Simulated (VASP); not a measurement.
The system is SiNi2.

```
CELL_PARAMETERS angstrom
3.83600 0.00000 0.00000
-1.91800 3.32207 0.00000
0.00000 0.00000 4.94800
ATOMIC_POSITIONS crystal
Si 0.33333 0.66667 0.75000
Si 0.66667 0.33333 0.25000
Ni 0.00000 0.00000 0.00000
Ni 0.00000 0.00000 0.50000
Ni 0.33333 0.66667 0.25000
Ni 0.66667 0.33333 0.75000
```

- Program: VASP 6.6.1
- Task: relaxation of cell and atoms
- Functional: PBE
- Potentials or basis: VASP PAW PBE potentials, release 64 (Si, Ni)
- Cutoff: 600 eV
- k mesh: 6 × 6 × 4
- Occupations: gaussian, width 0.1 eV
- Spin: no spin polarisation

At the start: pressure 11.4 GPa; volume 10.51 Å³/atom.

Where does the relaxation end?

Over 3 steps the energy falls by 17.9 meV/atom and the volume is 11.03 Å³/atom (+4.9 %); space group P6_3/mmc (No. 194, to 0.1 Å) before and after.

The path:
| step | energy change (eV) | largest force (eV/Å) | pressure (GPa) | volume (Å³) |
| --- | --- | --- | --- | --- |
| 1 | 0.0000 | 0.0000 | 11.44 | 63.05 |
| 2 | 0.0347 | 0.0000 | -10.34 | 70.15 |
| 3 | -0.1072 | 0.0000 | -0.06 | 66.17 |

Final structure:
```cif
data_structure
_symmetry_space_group_name_H-M 'P 1'
_symmetry_Int_Tables_number 1
_cell_length_a 3.9072
_cell_length_b 3.9072
_cell_length_c 5.0047
_cell_angle_alpha 90.000
_cell_angle_beta 90.000
_cell_angle_gamma 120.000
_cell_volume 66.17
loop_
_atom_site_label
_atom_site_type_symbol
_atom_site_fract_x
_atom_site_fract_y
_atom_site_fract_z
_atom_site_occupancy
Si1 Si 0.33333 0.66667 0.75000 1
Si2 Si 0.66667 0.33333 0.25000 1
Ni1 Ni 0.00000 0.00000 0.00000 1
Ni2 Ni 0.00000 0.00000 0.50000 1
Ni3 Ni 0.33333 0.66667 0.25000 1
Ni4 Ni 0.66667 0.33333 0.75000 1
```
